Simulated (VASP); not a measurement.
# Si16O31 (a cell with a defect) in VASP: notebook

Si16O31 (a cell with a defect) is run at these levels: PBE; tasks: single point.

Program: VASP 6.6.1. These are calculated values, not measurements. Logs are shortened: lines on timing, memory, paths and dates and some standing lists are left out, and cuts for length are marked.

### 1 The cell of the first run

The cell holds a defect, 47 atoms: a = 10.067 Å, b = 8.755 Å, c = 8.212 Å, α = 90.00°, β = 90.00°, γ = 90.00°.

### 2 Single point, PBE

The input, INCAR:

```
SYSTEM = Si16O31
PREC = Accurate ; ENCUT = 520
EDIFF = 1E-6 ; ISMEAR = 0
SIGMA = 0.05 ; LREAL = Auto
LASPH = .TRUE. ; NELM = 120
ALGO = Normal ; ISIF = 2
LWAVE = .FALSE. ; LCHARG = .FALSE.
GGA = PE ; NBANDS = 154
NELECT = 252.0 ; GGA_COMPAT = .FALSE.
KPAR = 2 ; NCORE = 2
```

The input, KPOINTS:

```
Automatic mesh
0
G
  2 2 2
  0 0 0
```

The input, POSCAR:

```
Si16O31
1.0
  -10.0670000000      0.0000000000      0.0000000000
    0.0000000000     -8.7549000000      0.0000000000
    0.0000000000      0.0000000000      8.2118000000
Si O
16 31
Direct
    0.4566226284      0.3230912974      0.5614067561
    0.5100154962      0.6888059258      0.0374390511
    0.5383293931      0.3278095695      0.9328516281
    0.4595111751      0.6592728643      0.4301994691
    0.2106105096      0.8165562142      0.5708568158
    0.2812765471      0.1559040080      0.0612365133
    0.3206902752      0.8044956539      0.9548320709
    0.1976502434      0.1612812254      0.4417202075
    0.9460628787      0.3484920445      0.5695424876
    0.0772991954      0.6989666358      0.0460243796
    0.0526366345      0.3526394362      0.9370757934
    0.9572605543      0.6765047002      0.4227204754
    0.7017927883      0.8399867503      0.5733339828
    0.8037838482      0.1665752893      0.0764402445
    0.7947492798      0.8198700156      0.9482409460
    0.7055620344      0.1764788861      0.4453334226
    0.5120826463      0.6417823162      0.2468624419
    0.5239262938      0.2880982079      0.7372191237
    0.4196116023      0.4983788507      0.5232849071
    0.5342298599      0.5103285018     -0.0512248228
    0.5674614086      0.2741399673      0.4212578241
    0.4902422767      0.8496533370      0.9080838549
    0.4279501341      0.2345959406      0.0424244380
    0.5690581107      0.7365334841      0.5537029640
    0.2312366147      0.1873371483      0.2504419250
    0.2610156948      0.8059611189      0.7564588763
    0.1723970398     -0.0122085918      0.5030048223
    0.2799193404     -0.0255957235      0.0418542829
    0.3177673587      0.7530128271      0.4360851458
    0.1803293931      0.2358491816      0.9269093256
    0.3184280322      0.2266262322      0.5552565820
    0.0075750472      0.7034940433      0.2397263694
   -0.0033922718      0.3895813773      0.7521996395
    0.9151083739      0.4963531280      0.4562027814
    0.1049114930      0.5067918537      0.0222861005
    0.0584639913      0.2495749809      0.4733930442
    0.9338800040      0.7239162069      0.9340432061
    0.9372522102      0.2679855852      0.0430373365
    0.0720758915      0.7174119636      0.5582277941
    0.7848962948      0.1754915533      0.2735472125
    0.7513322738      0.8611601503      0.7582360749
    0.6586661369      0.0075587385      0.4998348718
    0.8357988477     -0.0086280826      0.0252630361
    0.8216664349      0.7731721664      0.4582538542
    0.6805388894      0.2480214508      0.9820515600
    0.6842211185      0.7282644005      0.0509499744
    0.8082943280      0.2473235560      0.5836130934
```

Potentials or basis: VASP PAW PBE potentials, release 64 (Si, O).

On the command line:

```sh
cat potpaw_PBE.64/Si/POTCAR potpaw_PBE.64/O/POTCAR > POTCAR
mpirun -np 4 vasp_std > vasp.out
```

OUTCAR:

```text
SYSTEM = Si16O31
   PREC = Accurate
   ENCUT = 520
   EDIFF = 1E-6
   ISMEAR = 0
   LREAL = Auto
   LASPH = .TRUE.
   NELM = 120
   ISIF = 2
   GGA = PE
   NELECT = 252.0

 ion  position               nearest neighbor table
   1  0.457  0.323  0.561-  19 1.61  18 1.62  31 1.63  21 1.66  16 2.97   8 3.13   4 3.13
   2  0.510  0.689  0.037-  20 1.74  17 1.77  22 1.78  46 1.79   7 2.26
   3  0.538  0.328  0.933-  20 1.60  45 1.64  23 1.65  18 1.65
   4  0.460  0.659  0.430-  17 1.60  24 1.64  29 1.65  19 1.65   5 3.08   1 3.13  13 3.14
   5  0.211  0.817  0.571-  26 1.61  29 1.64  27 1.64  39 1.65  12 3.08   4 3.08
   6  0.281  0.156  0.061-  28 1.60  23 1.64  30 1.66  25 1.66  11 3.05
   7  0.321  0.804  0.955-  28 1.70  26 1.74  22 1.79   2 2.26  10 2.72
   8  0.198  0.161  0.442-  27 1.62  36 1.62  25 1.62  31 1.64   1 3.13
   9  0.946  0.348  0.570-  33 1.62  34 1.62  36 1.63  47 1.65  16 3.03  12 3.12
  10  0.077  0.699  0.046-  35 1.72  37 1.73  32 1.74   7 2.72  15 3.14
  11  0.053  0.353  0.937-  35 1.61  38 1.63  30 1.64  33 1.65   6 3.05
  12  0.957  0.677  0.423-  32 1.60  44 1.63  39 1.64  34 1.66   5 3.08   9 3.12
  13  0.702  0.840  0.573-  41 1.61  24 1.62  44 1.64  42 1.64  16 3.13   4 3.14
  14  0.804  0.167  0.076-  43 1.62  45 1.63  40 1.63  38 1.63
  15  0.795  0.820  0.948-  46 1.61  37 1.64  41 1.66  43 1.68  10 3.14
  16  0.706  0.176  0.445-  42 1.62  40 1.62  21 1.64  47 1.66   1 2.97   9 3.03  13 3.13
  17  0.512  0.642  0.247-   4 1.60   2 1.77
  18  0.524  0.288  0.737-   1 1.62   3 1.65
  19  0.420  0.498  0.523-   1 1.61   4 1.65
  20  0.534  0.510  0.949-   3 1.60   2 1.74
  21  0.567  0.274  0.421-  16 1.64   1 1.66
  22  0.490  0.850  0.908-   2 1.78   7 1.79
[... 23 lines left out ...]
  46  0.684  0.728  0.051-  15 1.61   2 1.79
  47  0.808  0.247  0.584-   9 1.65  16 1.66

  LATTYP: Found a simple orthorhombic cell.
 ALAT       =     8.2118000000
 B/A-ratio  =     1.0661365352
 C/A-ratio  =     1.2259187998

  Lattice vectors:

 A1 = (   0.0000000000,   0.0000000000,  -8.2118000000)
 A2 = (   0.0000000000,  -8.7549000000,   0.0000000000)
 A3 = ( -10.0670000000,   0.0000000000,   0.0000000000)

Analysis of symmetry for initial positions (statically):
=====================================================================
 Subroutine PRICEL returns:
 Original cell was already a primitive cell.

 Routine SETGRP: Setting up the symmetry group for a
 simple orthorhombic supercell.

 Subroutine GETGRP returns: Found  1 space group operations
 (whereof  1 operations were pure point group operations)
 out of a pool of  8 trial point group operations.

[... 193 lines left out ...]
   ISIF   =      2    stress and relaxation
   ISYM   =      2    0-nonsym 1-usesym 2-fastsym
   POTIM  = 0.5000    time-step for ionic-motion
   TEBEG  =    0.0;   TEEND  =   0.0 temperature during run
   PSTRESS=    0.0 pullay stress
   NELECT =     252.0000    total number of electrons
   NUPDOWN=      -1.0000    fix difference up-down
   EMIN   =  10.00;   EMAX   =-10.00  energy-range for DOS
   EFERMI =   0.00;   METHOD = LEGACY
   ISMEAR =     0;   SIGMA  =   0.05  broadening in eV -4-tet -1-fermi 0-gaus
   EFERMI_NEDOS =   21; number of points for ismear=-14 and -15
   IALGO  =     38    algorithm
   IMIX   =      4    mixing-type and parameters
     AMIX     =   0.40;   BMIX     =  1.00
     AMIX_MAG =   1.60;   BMIX_MAG =  1.00
  volume/ion in A,a.u.               =      15.40       103.92
  Fermi-wavevector in a.u.,A,eV,Ry     =   1.151715  2.176426 18.047423  1.326448
  Thomas-Fermi vector in A             =   2.288371
   LORBIT       =      0    0 simple, 1 ext, 2 COOP (PROOUT), +10 PAW based schemes
   GGA     = PE    functional components
   LHFCALC =     F    Hartree Fock is set to
   AEXX    =    0.0000 exact exchange contribution
   IVDW    =     0    specifies the selected vdW correction
   LEPSILON=     F    determine dielectric tensor
   LRPA    =     F    only Hartree local field effects (RPA)
 non-spin polarized calculation
 Gauss-broadening in eV      SIGMA  =   0.05
  energy-cutoff  :      520.00
  volume of cell :      723.75
 maximum number of plane-waves:     19527
 NGX is ok and might be reduce to    80
   NGX = 37   NGY = 33   NGZ = 31

 number of electron     251.9999995 magnetization

 Free energy of the ion-electron system (eV)
  ---------------------------------------------------
  ext. energy  EPLUGINS =         0.00000000
  ---------------------------------------------------
  free energy    TOTEN  =      -358.59481592 eV

  energy without entropy =     -358.59481592  energy(sigma->0) =     -358.59481592

 E-fermi :   3.4569     XC(G=0):  -8.2188

 val. band max:        3.1612580169   @ k =   0.0000   0.0000   0.5000
 cond. band min:       5.2057948017   @ k =   0.0000   0.0000   0.0000
 fundamental gap:      2.0445367848
 Fermi energy:         3.4568758278

 k-point     1 :       0.0000    0.0000    0.0000
  band No.  band energies     occupation
      1     -19.6811      2.00000
      2     -19.2369      2.00000
      3     -19.2137      2.00000
      4     -19.1116      2.00000
      5     -18.9267      2.00000
      6     -18.7046      2.00000
[... 1117 lines left out ...]
    137       8.1792      0.00000
    138       8.2832      0.00000
 [bands above 138 left out]

------------------------ aborting loop because EDIFF is reached ----------------------------------------

  FORCE on cell =-STRESS in cart. coord.  units (eV):
  Direction    XX          YY          ZZ          XY          YZ          ZX
  --------------------------------------------------------------------------------------
  -------------------------------------------------------------------------------------
  Total        2.2225710      9.0137227     -2.5512387     -1.5181220     -5.0542527      0.5704873
  in kB        4.9201303     19.9537789     -5.6477056     -3.3606836    -11.1886557      1.2628942
  external PRESSURE =       6.4087345 kB  Pullay stress =       0.0000000 kB

 VOLUME and BASIS-vectors are now :
 -----------------------------------------------------------------------------
  energy-cutoff  :      520.00
  volume of cell :      723.75
      direct lattice vectors                 reciprocal lattice vectors
   -10.067000000  0.000000000  0.000000000    -0.099334459  0.000000000  0.000000000
     0.000000000 -8.754900000  0.000000000     0.000000000 -0.114221750  0.000000000
     0.000000000  0.000000000  8.211800000     0.000000000  0.000000000  0.121775981

 POSITION                                       TOTAL-FORCE (eV/Angst)
 -----------------------------------------------------------------------------------
     -4.59682     -2.82863      4.61016        -0.276653      0.081189     -0.163770
     -5.13433     -6.03043      0.30744        -1.790335      0.050365     -0.161885
     -5.41936     -2.86994      7.66039        -0.185883      0.288780     -0.033642
     -4.62590     -5.77187      3.53271         0.335754     -0.006224      0.257479
     -2.12022     -7.14887      4.68776         0.118972      0.120107      0.118319
     -2.83161     -1.36492      0.50286         0.124015      0.112674      0.188804
[... 39 lines left out ...]
     -6.88805     -6.37588      0.41839         0.226021     -0.115381     -0.132263
     -8.13710     -2.16529      4.79251         0.096477     -0.081808     -0.439417
 -----------------------------------------------------------------------------------
    total drift:                               -0.019276      0.015592     -0.007917

  FREE ENERGIE OF THE ION-ELECTRON SYSTEM (eV)
  ---------------------------------------------------
  free  energy   TOTEN  =      -358.5948159237 eV

  energy  without entropy=     -358.5948159237  energy(sigma->0) =     -358.59481592
```

OSZICAR:

```text
N       E                     dE             d eps       ncg     rms          rms(c)
DAV:   1     0.179521417062E+04    0.17952E+04   -0.12872E+05  2512   0.148E+03
DAV:   2    -0.237593112993E+03   -0.20328E+04   -0.19900E+04  2986   0.345E+02
DAV:   3    -0.407090579981E+03   -0.16950E+03   -0.16866E+03  2872   0.107E+02
DAV:   4    -0.410442319622E+03   -0.33517E+01   -0.33409E+01  2984   0.158E+01
DAV:   5    -0.410521561447E+03   -0.79242E-01   -0.79141E-01  2928   0.230E+00    0.550E+01
DAV:   6    -0.358675490133E+03    0.51846E+02   -0.23690E+02  2768   0.372E+01    0.254E+01
DAV:   7    -0.358696058627E+03   -0.20568E-01   -0.65123E+00  3024   0.625E+00    0.981E+00
DAV:   8    -0.358559571270E+03    0.13649E+00   -0.41957E-01  2912   0.213E+00    0.398E+00
DAV:   9    -0.358578641233E+03   -0.19070E-01   -0.21672E-01  2936   0.199E+00    0.711E-01
DAV:  10    -0.358589156582E+03   -0.10515E-01   -0.51185E-02  2880   0.722E-01    0.533E-01
DAV:  11    -0.358592423202E+03   -0.32666E-02   -0.60655E-03  2784   0.231E-01    0.306E-01
DAV:  12    -0.358594945915E+03   -0.25227E-02   -0.44499E-03  2768   0.300E-01    0.805E-02
DAV:  13    -0.358594821682E+03    0.12423E-03   -0.18215E-03  3152   0.190E-01    0.586E-02
DAV:  14    -0.358594855306E+03   -0.33624E-04   -0.55125E-04  2888   0.801E-02    0.506E-02
DAV:  15    -0.358594818365E+03    0.36941E-04   -0.11443E-04  2872   0.349E-02    0.229E-02
DAV:  16    -0.358594815578E+03    0.27876E-05   -0.22135E-05  2984   0.221E-02    0.614E-03
DAV:  17    -0.358594815749E+03   -0.17096E-06   -0.18358E-05  2952   0.177E-02    0.665E-03
DAV:  18    -0.358594815924E+03   -0.17506E-06   -0.38072E-06  2520   0.650E-03
   1 F= -.35859482E+03 E0= -.35859482E+03  d E =-.473217E-17
```

stdout:

```text
POSCAR found type information on POSCAR SiO
 POSCAR found :  2 types and      47 ions
 scaLAPACK will be used
 LDA part: xc-table for (Slater+PW92), standard interpolation
 POSCAR, INCAR and KPOINTS ok, starting setup
 FFT: planning ... GRIDC
 FFT: planning ... GRID_SOFT
 FFT: planning ... GRID
 WAVECAR not read
 entering main loop
 the old and the new charge density differ
 old charge density:   250.00000 new  252.00000
BRMIX: very serious problems
 the old and the new charge density differ
 old charge density:   250.00000 new  252.00000
    0.550E+01
```

Run time: 8.7 min. Hardware: 4 MPI ranks of Intel Xeon Platinum 8259CL at 2.50GHz (Skylake/Cascade Lake), shared host; peak memory 0.61 GiB.

What came out:

```
Free energy   : -358.5948 eV
Largest force : 1.798 eV/Å
```

Forces on the atoms (eV/Å):
```
Si  -0.277  0.081 -0.164
Si  -1.790  0.050 -0.162
Si  -0.186  0.289 -0.034
Si   0.336 -0.006  0.257
Si   0.119  0.120  0.118
Si   0.124  0.113  0.189
Si   0.436 -0.646 -0.577
Si   0.073  0.080  0.081
Si  -0.089  0.221 -0.199
Si   0.425  0.297  0.036
Si   0.053 -0.108 -0.036
Si   0.019  0.266  0.123
Si  -0.144 -0.222 -0.204
Si  -0.293 -0.221 -0.156
Si  -0.189 -0.238 -0.243
Si  -0.151 -0.048 -0.010
O    0.318 -0.157 -0.126
O    0.339 -0.159  0.051
O   -0.146 -0.158 -0.160
O    0.272 -0.269  0.370
O   -0.043  0.094  0.572
O    0.867  1.202  0.935
O    0.102 -0.321 -0.292
O   -0.071  0.202 -0.246
O   -0.134 -0.005 -0.153
O   -0.013 -0.239 -0.099
O   -0.107  0.073 -0.004
O   -0.054 -0.089 -0.281
O   -0.380 -0.109  0.212
O   -0.060  0.124  0.314
O   -0.085  0.011 -0.359
O   -0.255 -0.008 -0.133
O   -0.075  0.245  0.091
O   -0.125 -0.200  0.289
O    0.356 -0.182 -0.010
O   -0.028 -0.169  0.283
O   -0.198 -0.118  0.349
O    0.108 -0.026 -0.220
O   -0.020 -0.065 -0.336
O    0.321  0.080  0.072
O   -0.039  0.315 -0.006
O   -0.282  0.179  0.097
O    0.618  0.165 -0.076
O    0.088 -0.267  0.220
O   -0.059  0.018  0.200
O    0.226 -0.115 -0.132
O    0.096 -0.082 -0.439
```

Caveat: the cell carries a net charge on a neutralising background, which shifts energy and pressure; the cell is charged against a uniform background, so pressure and absolute levels hang on convention.

### 3 Single point, PBE

The input, INCAR:

```
  ALGO = Normal
  EDIFF = 1E-6
  ENCUT = 520
  GGA = PE
  GGA_COMPAT = F
  ISIF = 2
  ISMEAR = 0
  KPAR = 2
  LASPH = T
  LCHARG = T
  LREAL = Auto
  LVHAR = T
  LWAVE = F
  NBANDS = 154
  NCORE = 2
  NELECT = 252.0
  NELM = 120
  PREC = Accurate
  SIGMA = 0.05
```

The input, KPOINTS:

```
k-points
0
Gamma
  2 2 2
```

The input, POSCAR:

```
Si16O31
1.0
  -10.0670000000      0.0000000000      0.0000000000
    0.0000000000     -8.7549000000      0.0000000000
    0.0000000000      0.0000000000      8.2118000000
Si O
16 31
Direct
    0.4479007590      0.3212828791      0.5628858696
    0.5019021304      0.6772901740      0.0413378851
    0.4943993044      0.3192436758      0.9395832131
    0.5136835417      0.6605684627      0.4378623112
    0.2623781639      0.8196381146      0.5746958303
    0.2461938210      0.1494164512      0.0637261998
    0.2973016531      0.7916625519      0.9664326772
    0.1900335458      0.1591400143      0.4392535269
    0.9521482336      0.3508002711      0.5643448611
    0.0560915709      0.6980510037      0.0433274337
    0.0211763930      0.3517293201      0.9345989960
    1.0118819997      0.6755775321      0.4228596945
    0.7629135837      0.8367569227      0.5674386101
    0.7628361593      0.1683239973      0.0623698979
    0.7715300613      0.8213274376      0.9474636000
    0.7111560635      0.1765586249      0.4398172546
    0.5000450178      0.6434278286      0.2455656096
    0.4466735348      0.2797557349      0.7541641517
    0.4823523421      0.4985541496      0.5302393816
    0.5040549486      0.4999323533     -0.0411729216
    0.5545427243      0.2107310034      0.4705279724
    0.4696296073      0.8353062741      0.9326478433
    0.3894655372      0.2390102843      0.0655293602
    0.6646393639      0.7082957401      0.4911296694
    0.1779026463      0.1691804915      0.2436292783
    0.2471455389      0.8015656228      0.7662803046
    0.2239912453     -0.0086065662      0.5087998213
    0.2558898286     -0.0280843157      0.0291038851
    0.4132772655      0.7900293958      0.5093663907
    0.1505911471      0.2388488879      0.9326573830
    0.3003638866      0.2844112706      0.4944288820
   -0.0005464362      0.7290705908      0.2370765941
   -0.0111923343      0.4038498308      0.7471995478
    0.9703961872      0.4949194608      0.4427199020
    0.0463781825      0.5018770700      0.0415626328
    0.0453124924      0.2076621445      0.5109217596
    0.9207000902      0.7521829818      0.9376250208
    0.8969237843      0.2489560591     -0.0028097491
    0.1641468704      0.6952234135      0.4867944529
    0.7477343705      0.2169667317      0.2531861656
    0.7342423146      0.8663652946      0.7575459463
    0.7410371044     -0.0019308888      0.4717142539
    0.7734052297     -0.0148488007      0.0477877552
    0.9150114920      0.7801850137      0.5377652612
    0.6379145707      0.2353750726      0.9615294789
    0.6731343917      0.7012434190      0.0324646120
    0.7988244715      0.2881061182      0.5583445937
```

Potentials or basis: VASP PAW PBE potentials, release 64 (Si, O).

On the command line:

```sh
cat potpaw_PBE.64/Si/POTCAR potpaw_PBE.64/O/POTCAR > POTCAR
mpirun -np 4 vasp_std > vasp.out
```

Wall time 22 min (4 MPI ranks of AMD EPYC 7R43 (Zen 3), shared host); peak memory 0.56 GiB.

Results (log left out):

| Quantity | Value |
| --- | --- |
| Free energy | -359.4505 eV |
| Largest force | 0.092 eV/Å |

Forces on the atoms (eV/Å):
```
Si   0.026 -0.001 -0.002
Si  -0.015  0.079  0.040
Si  -0.009  0.029 -0.008
Si  -0.023  0.009  0.027
Si  -0.007 -0.045 -0.029
Si   0.004 -0.010  0.015
Si   0.083 -0.001  0.006
Si   0.024 -0.003  0.014
Si   0.022 -0.008  0.003
Si  -0.016 -0.004  0.006
Si   0.020 -0.004 -0.010
Si   0.009  0.016  0.011
Si  -0.006 -0.022 -0.026
Si  -0.026 -0.022  0.004
Si  -0.030 -0.053 -0.021
Si   0.016  0.009 -0.012
O    0.005 -0.001 -0.047
O   -0.003 -0.012  0.014
O   -0.012 -0.004 -0.013
O   -0.004 -0.040  0.016
O   -0.005 -0.016  0.007
O   -0.042 -0.068 -0.045
O   -0.002  0.002 -0.020
O    0.010 -0.011  0.014
O   -0.011  0.018 -0.018
O   -0.018  0.004  0.056
O   -0.008  0.026  0.001
O   -0.002  0.032 -0.002
O    0.007  0.025 -0.004
O   -0.009  0.002  0.003
O    0.001  0.012 -0.004
O   -0.022 -0.002 -0.055
O   -0.001  0.022  0.014
O   -0.003 -0.015  0.015
O   -0.004 -0.020  0.007
O   -0.009 -0.016  0.001
O   -0.014 -0.003 -0.003
O    0.001  0.002  0.003
O    0.001 -0.008  0.001
O    0.013  0.020 -0.014
O   -0.004  0.022  0.033
O   -0.005 -0.001  0.018
O    0.007  0.020 -0.023
O    0.000  0.013 -0.013
O    0.004 -0.011  0.011
O    0.065  0.034  0.028
O   -0.008  0.005 -0.002
```

Levels at points of the mesh, in eV from the Fermi level:
```csv
k point,band 124,band 125,band 126,band 127,band 128,band 129
"(0.00, 0.00, 0.00)",-3.64,-3.05,-0.32,1.10,2.62,2.80
"(0.50, 0.00, 0.00)",-3.64,-2.98,-0.39,1.67,1.83,2.65
"(0.00, 0.50, 0.00)",-3.64,-3.03,-0.31,1.54,2.07,2.63
"(0.50, 0.50, 0.00)",-3.64,-2.97,-0.36,2.00,2.09,2.55
"(0.00, 0.00, 0.50)",-3.65,-3.03,-0.32,1.55,2.15,2.70
"(0.50, 0.00, 0.50)",-3.66,-2.98,-0.35,1.96,2.13,2.60
"(0.00, 0.50, 0.50)",-3.66,-3.02,-0.32,2.01,2.24,2.36
"(0.50, 0.50, 0.50)",-3.66,-2.97,-0.33,2.15,2.58,2.68
```

Caveat: the cell carries a net charge on a neutralising background, which shifts energy and pressure; the cell is charged against a uniform background, so pressure and absolute levels hang on convention.

[end of part 1 of 2]
